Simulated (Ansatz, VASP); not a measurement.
## RbBr: VASP beside Ansatz

INCAR

```
SYSTEM = RbBr
  PREC = Accurate
  ENCUT = 520
  EDIFF = 1E-6
  ISMEAR = -1
  SIGMA = 0.02
  LREAL = .False.
  LASPH = .True.
  NELM = 100
  ALGO = Normal
  ISIF = 2
  LWAVE = .False.
  LCHARG = .False.
  GGA = PE
  NBANDS = 15
```

Contents of KPOINTS:

```
Automatic mesh
0
Gamma
  6 6 6
  0 0 0
```

POSCAR

```
RbBr
1.0
    0.0000000000      3.4089137157      3.4749919312
    3.4089137157      0.0000000000      3.4749919312
    3.4089137157      3.4089137157      0.0000000000
Rb Br
1 1
Direct
    0.0000000000      0.0000000000      0.0000000000
    0.5000000000      0.5000000000      0.5000000000
```

Input for Ansatz:

```yaml
crystal:
  lattice:
    - [0.0, 3.4089137157, 3.4749919312]
    - [3.4089137157, 0.0, 3.4749919312]
    - [3.4089137157, 3.4089137157, 0.0]
  atoms:
    - { symbol: Rb, position: [0.0, 0.0, 0.0] }
    - { symbol: Br, position: [0.5, 0.5, 0.5] }
kpoints:
  mp_grid: { grid: [6, 6, 6] }
  band_path:
    path:
      - [0.0, 0.0, 0.0]
      - [0.5, 0.0, 0.5]
      - [0.625, 0.25, 0.625]
      - [0.375, 0.375, 0.75]
      - [0.5, 0.5, 0.5]
      - [0.5, 0.25, 0.75]
    npoints: 1
hamiltonian:
  xc: pbe
scf:
  occupations: { method: fermi_dirac, width: 0.02 }
  n_extra_bands: 4
output:
  forces: true
  stress: true
  eigenvalues: true
  write_density: true
  write_potential: true
  elf: true
  volumetric_format: npy
```

Change from the starting cell: epitaxial_xy strain -1.5%.

Alike in both runs: task single point; functional PBE; k mesh 6 × 6 × 6; occupations fermi-dirac, width 0.02 eV; no spin polarisation.

|  | VASP | Ansatz |
| --- | --- | --- |
| version | VASP 6.6.1 | Ansatz 0.2.0 |
| potentials or method | VASP PAW PBE potentials, release 64 (Rb_sv, Br) | plane waves, PAW |
| plane-wave cutoff (eV) | 520 | 420 |
| valence electrons in the cell | 16 | 16 |

```tsv
	VASP	Ansatz	Ansatz less VASP
gap on the k mesh at the Fermi level (eV)	4.35	4.35	+0.003
pressure (GPa)	1.0	1.0	-0.02
traceless stress, the component that is largest in VASP (GPa)	-0.41	-0.41	+0.004
```

The functional is the same, so the differences come from potentials, cutoffs and numerics.
